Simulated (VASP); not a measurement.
# InP (I4mm) in VASP: single point with PBEsol

Aim: the single point of InP with PBEsol.

Everything below comes from runs of VASP 6.6.1. Logs are shortened: lines on timing, memory, paths and dates and some standing lists are left out, and cuts for length are marked.

## Step 1: The cell of the first run

The structure is tetragonal, space group I4mm (No. 107). The conventional cell has a = 4.038 Å, b = 4.038 Å, c = 5.710 Å, α = 90.00°, β = 90.00°, γ = 90.00°. In (site symmetry 4mm) has 6 P at 2.79 to 2.92 Å within 3.7 Å. Within 3.7 Å of P (site symmetry 4mm) lie 6 In at 2.79 to 2.92 Å.

## Step 2: Single point, PBEsol

File INCAR:

```
PREC = Accurate
ENCUT = 520
EDIFF = 1E-6
ISMEAR = 0
SIGMA = 0.15
LREAL = False
LASPH = True
NELM = 60
ALGO = Normal
ISIF = 2
LWAVE = False
LCHARG = False
GGA = PS
NBANDS = 16
```

File KPOINTS:

```
regular mesh
0
Gamma
  14 14 14
```

File POSCAR:

```
InP
1.0
    0.0000000000      2.8550000000      2.8550000000
    2.8550000000      0.0000000000      2.8550000000
    2.8550000000      2.8550000000      0.0000000000
In P
1 1
Direct
    0.0000000000      0.0000000000      0.0000000000
    0.4890542907      0.4890542907      0.5109457093
```

Potentials or basis: VASP PAW PBE potentials, release 64 (In_d, P).

On the command line:

```bash
cat potpaw_PBE.64/In_d/POTCAR potpaw_PBE.64/P/POTCAR > POTCAR
mpirun -np 1 vasp_std > vasp.out
```

OUTCAR:

```text
PREC = Accurate
   ENCUT = 520
   EDIFF = 1E-6
   ISMEAR = 0
   LREAL = False
   LASPH = True
   NELM = 60
   ISIF = 2
   GGA = PS

 ion  position               nearest neighbor table
   1  0.000  0.000  0.000-   2 2.79   2 2.86   2 2.86   2 2.86   2 2.86   2 2.92
   2  0.489  0.489  0.511-   1 2.79   1 2.86   1 2.86   1 2.86   1 2.86   1 2.92

  LATTYP: Found a face centered cubic cell.
 ALAT       =     5.7100000000

  Lattice vectors:

 A1 = (   0.0000000000,   2.8550000000,   2.8550000000)
 A2 = (   2.8550000000,   0.0000000000,   2.8550000000)
 A3 = (   2.8550000000,   2.8550000000,   0.0000000000)

Analysis of symmetry for initial positions (statically):
=====================================================================
 Subroutine PRICEL returns:
 Original cell was already a primitive cell.

 Routine SETGRP: Setting up the symmetry group for a
 face centered cubic supercell.

 Subroutine GETGRP returns: Found  8 space group operations
 (whereof  8 operations were pure point group operations)
 out of a pool of 48 trial point group operations.

The static configuration has the point symmetry C_4v.

Analysis of symmetry for dynamics (positions and initial velocities):
=====================================================================
 Subroutine PRICEL returns:
 Original cell was already a primitive cell.

 Routine SETGRP: Setting up the symmetry group for a
 face centered cubic supercell.

 Subroutine GETGRP returns: Found  8 space group operations
 (whereof  8 operations were pure point group operations)
 out of a pool of 48 trial point group operations.

The dynamic configuration has the point symmetry C_4v.

 Subroutine INISYM returns: Found  8 space group operations
 (whereof  8 operations are pure point group operations),
 and found     1 'primitive' translations

----------------------------------------------------------------------------------------

                                     Primitive cell

  volume of cell :      46.5424

  direct lattice vectors                    reciprocal lattice vectors
     0.000000000  2.855000000  2.855000000    -0.175131349  0.175131349  0.175131349
     2.855000000  0.000000000  2.855000000     0.175131349 -0.175131349  0.175131349
     2.855000000  2.855000000  0.000000000     0.175131349  0.175131349 -0.175131349

  length of vectors
     4.037579721  4.037579721  4.037579721     0.303336394  0.303336394  0.303336394

  position of ions in fractional coordinates (direct lattice)
     0.000000000  0.000000000  0.000000000
     0.489054291  0.489054291  0.510945709

  ion indices of the primitive-cell ions
   primitive index   ion index
                 1           1
                 2           2

----------------------------------------------------------------------------------------

 KPOINTS: regular mesh

Automatic generation of k-mesh.
 Grid dimensions read from file:
 generate k-points for:   14   14   14

 Generating k-lattice:

  Cartesian coordinates                     Fractional coordinates (reciprocal lattice)
    -0.012509382  0.012509382  0.012509382     0.071428571  0.000000000  0.000000000
     0.012509382 -0.012509382  0.012509382     0.000000000  0.071428571  0.000000000
     0.012509382  0.012509382 -0.012509382     0.000000000  0.000000000  0.071428571

  Length of vectors
     0.021666885  0.021666885  0.021666885

  Shift w.r.t. Gamma in fractional coordinates (k-lattice)
     0.000000000  0.000000000  0.000000000

 Subroutine IBZKPT returns following result:
 ===========================================

 Found    244 irreducible k-points:

 Following reciprocal coordinates:
            Coordinates               Weight
  0.000000  0.000000  0.000000      1.000000
  0.071429  0.000000  0.000000      8.000000
  0.142857  0.000000  0.000000      8.000000
  0.214286  0.000000  0.000000      8.000000
  0.285714  0.000000  0.000000      8.000000
  0.357143  0.000000  0.000000      8.000000
[... 16 lines left out ...]
 -0.428571  0.071429  0.000000      8.000000
  0.000000 -0.428571  0.071429     16.000000
 [... further k-points ...]
   k-points           NKPTS =    244   k-points in BZ     NKDIM =    244   number of bands    NBANDS=     16
   number of dos      NEDOS =    301   number of ions     NIONS =      2
   total plane-waves  NPLWV =  27000
   dimension x,y,z NGX =    30 NGY =   30 NGZ =   30
   dimension x,y,z NGXF=    60 NGYF=   60 NGZF=   60
   ions per type =               1   1
   NGX,Y,Z   is equivalent  to a cutoff of  12.35, 12.35, 12.35 a.u.
   NGXF,Y,Z  is equivalent  to a cutoff of  24.70, 24.70, 24.70 a.u.
 SYSTEM =  unknown system
   PREC   = accura    normal or accurate (medium, high low for compatibility)
   ISTART =      0    job   : 0-new  1-cont  2-samecut
   ICHARG =      2    charge: 1-file 2-atom 10-const
   ISPIN  =      1    spin polarized calculation?
   LNONCOLLINEAR =      F non collinear calculations
   LSORBIT =      F    spin-orbit coupling
   LASPH  =      T    aspherical Exc in radial PAW
   ENCUT  =  520.0 eV  38.22 Ry    6.18 a.u.   7.51  7.51  7.51*2*pi/ulx,y,z
   NELM   =     60;   NELMIN=  2; NELMDL= -5     # of ELM steps
   EDIFF  = 0.1E-05   stopping-criterion for ELM
   LREAL  =      F    real-space projection
   EDIFFG = 0.1E-04   stopping-criterion for IOM
   NSW    =      0    number of steps for IOM
   IBRION =     -1    ionic relax: 0-MD 1-quasi-New 2-CG
   NFREE  =      0    steps in history (QN), initial steepest desc. (CG)
   ISIF   =      2    stress and relaxation
   ISYM   =      2    0-nonsym 1-usesym 2-fastsym
   POTIM  = 0.5000    time-step for ionic-motion
   TEBEG  =    0.0;   TEEND  =   0.0 temperature during run
   PSTRESS=    0.0 pullay stress
   NELECT =      18.0000    total number of electrons
   NUPDOWN=      -1.0000    fix difference up-down
   EMIN   =  10.00;   EMAX   =-10.00  energy-range for DOS
   EFERMI =   0.00;   METHOD = LEGACY
   ISMEAR =     0;   SIGMA  =   0.15  broadening in eV -4-tet -1-fermi 0-gaus
   EFERMI_NEDOS =   21; number of points for ismear=-14 and -15
   IALGO  =     38    algorithm
   IMIX   =      4    mixing-type and parameters
     AMIX     =   0.40;   BMIX     =  1.00
     AMIX_MAG =   1.60;   BMIX_MAG =  1.00
  volume/ion in A,a.u.               =      23.27       157.04
  Fermi-wavevector in a.u.,A,eV,Ry     =   1.192750  2.253971 19.356375  1.422653
  Thomas-Fermi vector in A             =   2.328781
   LORBIT       =      0    0 simple, 1 ext, 2 COOP (PROOUT), +10 PAW based schemes
   GGA     = PS    functional components
   LHFCALC =     F    Hartree Fock is set to
   AEXX    =    0.0000 exact exchange contribution
   IVDW    =     0    specifies the selected vdW correction
   LEPSILON=     F    determine dielectric tensor
   LRPA    =     F    only Hartree local field effects (RPA)
 non-spin polarized calculation
 Gauss-broadening in eV      SIGMA  =   0.15
  energy-cutoff  :      520.00
  volume of cell :       46.54
 maximum number of plane-waves:      1275
   NGX = 15   NGY = 15   NGZ = 15

 number of electron      17.9999993 magnetization

 Free energy of the ion-electron system (eV)
  ---------------------------------------------------
  ext. energy  EPLUGINS =         0.00000000
  ---------------------------------------------------
  free energy    TOTEN  =        -8.63060902 eV

  energy without entropy =       -8.61616833  energy(sigma->0) =       -8.62338868

 E-fermi :   5.8342     XC(G=0): -10.1363

 val. band max:        5.8214556531   @ k =   0.1429   0.0714   0.3571
 cond. band min:       5.8424279219   @ k =   0.0000  -0.3571   0.1429
 fundamental gap:      0.0209722688
 Fermi energy:         5.8342079532

 k-point     1 :       0.0000    0.0000    0.0000
  band No.  band energies     occupation
      1      -8.1865      2.00000
      2      -8.1846      2.00000
      3      -8.1692      2.00000
      4      -8.1692      2.00000
      5      -8.1688      2.00000
      6      -5.5327      2.00000
[... 8 lines left out ...]
     15      13.7564      0.00000
     16      13.7564      0.00000

 k-point     2 :       0.0714    0.0000    0.0000
  band No.  band energies     occupation
      1      -8.1881      2.00000
      2      -8.1862      2.00000
      3      -8.1691      2.00000
      4      -8.1668      2.00000
      5      -8.1665      2.00000
      6      -5.4753      2.00000
[... 8 lines left out ...]
     15      13.4349      0.00000
     16      13.8142      0.00000

 k-point     3 :       0.1429    0.0000    0.0000
  band No.  band energies     occupation
      1      -8.1937      2.00000
      2      -8.1919      2.00000
      3      -8.1691      2.00000
      4      -8.1589      2.00000
      5      -8.1588      2.00000
      6      -5.3052      2.00000
[... 8 lines left out ...]
     15      13.5650      0.00000
     16      13.7533      0.00000

 k-point     4 :       0.2143    0.0000    0.0000
  band No.  band energies     occupation
      1      -8.2028      2.00000
      2      -8.2008      2.00000
      3      -8.1696      2.00000
      4      -8.1466      2.00000
      5      -8.1466      2.00000
      6      -5.0299      2.00000
[... 8 lines left out ...]
     15      14.0666      0.00000
     16      14.0729      0.00000

 k-point     5 :       0.2857    0.0000    0.0000
  band No.  band energies     occupation
      1      -8.2131      2.00000
      2      -8.2110      2.00000
      3      -8.1707      2.00000
      4      -8.1326      2.00000
      5      -8.1325      2.00000
      6      -4.6671      2.00000
[... 8 lines left out ...]
     15      14.7709      0.00000
     16      14.7713      0.00000

 k-point     6 :       0.3571    0.0000    0.0000
  band No.  band energies     occupation
      1      -8.2224      2.00000
      2      -8.2203      2.00000
      3      -8.1720      2.00000
      4      -8.1198      2.00000
      5      -8.1197      2.00000
      6      -4.2566      2.00000
[... 8 lines left out ...]
     15      15.6143      0.00000
     16      15.6150      0.00000

 k-point     7 :       0.4286    0.0000    0.0000
  band No.  band energies     occupation
      1      -8.2289      2.00000
      2      -8.2268      2.00000
      3      -8.1731      2.00000
      4      -8.1110      2.00000
      5      -8.1108      2.00000
      6      -3.8877      2.00000
[... 8 lines left out ...]
     15      16.4788      0.00000
     16      16.4800      0.00000

 k-point     8 :       0.5000    0.0000    0.0000
  band No.  band energies     occupation
      1      -8.2312      2.00000
      2      -8.2290      2.00000
      3      -8.1735      2.00000
      4      -8.1078      2.00000
      5      -8.1076      2.00000
      6      -3.7264      2.00000
[... 8 lines left out ...]
     15      16.9465      0.00000
     16      16.9467      0.00000

 k-point     9 :       0.0714    0.0714    0.0000
  band No.  band energies     occupation
      1      -8.1923      2.00000
      2      -8.1829      2.00000
      3      -8.1708      2.00000
      4      -8.1653      2.00000
      5      -8.1653      2.00000
      6      -5.4557      2.00000
[... 8 lines left out ...]
     15      14.2360      0.00000
     16      14.2360      0.00000
[... 172 lines left out ...]
 k-point    19 :       0.4286    0.0714    0.0000
  band No.  band energies     occupation
      1      -8.2373      2.00000
      2      -8.2191      2.00000
      3      -8.1711      2.00000
      4      -8.1190      2.00000
      5      -8.1099      2.00000
      6      -3.9449      2.00000
[... 8 lines left out ...]
     15      16.5112      0.00000
     16      16.7313      0.00000

 k-point    20 :       0.0000    0.4286    0.0714
  band No.  band energies     occupation
      1      -8.2360      2.00000
      2      -8.2204      2.00000
      3      -8.1711      2.00000
      4      -8.1190      2.00000
      5      -8.1100      2.00000
      6      -3.9450      2.00000
[... 8 lines left out ...]
     15      16.5136      0.00000
     16      16.7305      0.00000

 k-point    21 :       0.5000    0.0714    0.0000
  band No.  band energies     occupation
      1      -8.2390      2.00000
      2      -8.2248      2.00000
      3      -8.1712      2.00000
      4      -8.1126      2.00000
      5      -8.1069      2.00000
      6      -3.6954      2.00000
[... 8 lines left out ...]
     15      16.9950      0.00000
     16      17.3244      0.00000

 k-point    22 :       0.0000    0.5000    0.0714
  band No.  band energies     occupation
      1      -8.2378      2.00000
      2      -8.2259      2.00000
      3      -8.1711      2.00000
      4      -8.1126      2.00000
      5      -8.1070      2.00000
      6      -3.6956      2.00000
[... 8 lines left out ...]
     15      16.9916      0.00000
     16      17.3331      0.00000

 k-point    23 :      -0.4286    0.0714    0.0000
  band No.  band energies     occupation
      1      -8.2357      2.00000
      2      -8.2262      2.00000
      3      -8.1709      2.00000
      4      -8.1115      2.00000
      5      -8.1103      2.00000
      6      -3.7514      2.00000
[... 8 lines left out ...]
     15      16.3471      0.00000
     16      17.4392      0.00000

 k-point    24 :       0.0000   -0.4286    0.0714
  band No.  band energies     occupation
      1      -8.2348      2.00000
      2      -8.2272      2.00000
      3      -8.1709      2.00000
      4      -8.1114      2.00000
      5      -8.1104      2.00000
      6      -3.7515      2.00000
[... 8 lines left out ...]
     15      16.3465      0.00000
     16      17.4405      0.00000

 [... further k-points ...]

------------------------ aborting loop because EDIFF is reached ----------------------------------------

  FORCE on cell =-STRESS in cart. coord.  units (eV):
  Direction    XX          YY          ZZ          XY          YZ          ZX
  --------------------------------------------------------------------------------------
  -------------------------------------------------------------------------------------
  Total       -2.3821069     -2.3821069     -2.2902460      0.0000000      0.0000000     -0.0000000
  in kB      -82.0018215    -82.0018215    -78.8395944      0.0000000      0.0000000     -0.0000000
  external PRESSURE =     -80.9477458 kB  Pullay stress =       0.0000000 kB

 VOLUME and BASIS-vectors are now :
 -----------------------------------------------------------------------------
  energy-cutoff  :      520.00
  volume of cell :       46.54
      direct lattice vectors                 reciprocal lattice vectors
     0.000000000  2.855000000  2.855000000    -0.175131349  0.175131349  0.175131349
     2.855000000  0.000000000  2.855000000     0.175131349 -0.175131349  0.175131349
     2.855000000  2.855000000  0.000000000     0.175131349  0.175131349 -0.175131349

 POSITION                                       TOTAL-FORCE (eV/Angst)
 -----------------------------------------------------------------------------------
      0.00000      0.00000      0.00000         0.000000      0.000000     -0.047677
      2.85500      2.85500      2.79250         0.000000      0.000000      0.047677
 -----------------------------------------------------------------------------------
    total drift:                               -0.000000     -0.000000      0.000195

  FREE ENERGIE OF THE ION-ELECTRON SYSTEM (eV)
  ---------------------------------------------------
  free  energy   TOTEN  =        -8.6306090193 eV

  energy  without entropy=       -8.6161683312  energy(sigma->0) =       -8.62338868
```

Run time: 81 s. Hardware: 1 thread of AMD EPYC 9R45 (Zen 5), shared host; peak memory 0.27 GiB.

What came out:

| Quantity | Value |
| --- | --- |
| Free energy | -8.6306 eV |
| Pressure | -8.1 GPa |
| Largest force | 0.048 eV/Å |
| Band gap on the k mesh | zero (bands 9 and 10 overlap by 2.35 eV) |

Forces in eV/Å, atoms in the order of the input:
```
In   0.000  0.000 -0.048
P    0.000  0.000  0.048
```

Caveat: the cell differs from its parent crystal (all P atoms moved +0.062 Å, as atom 2 towards its neighbour atom 1 (In) at 2.855 Å); the cell stands under tension; the PAW data sets were made with another functional, which shifts forces and pressure a little; spin-orbit coupling is left out, which moves the levels of the heavy elements.

The gap in the log of VASP goes by the Fermi energy; the results here count the filled bands.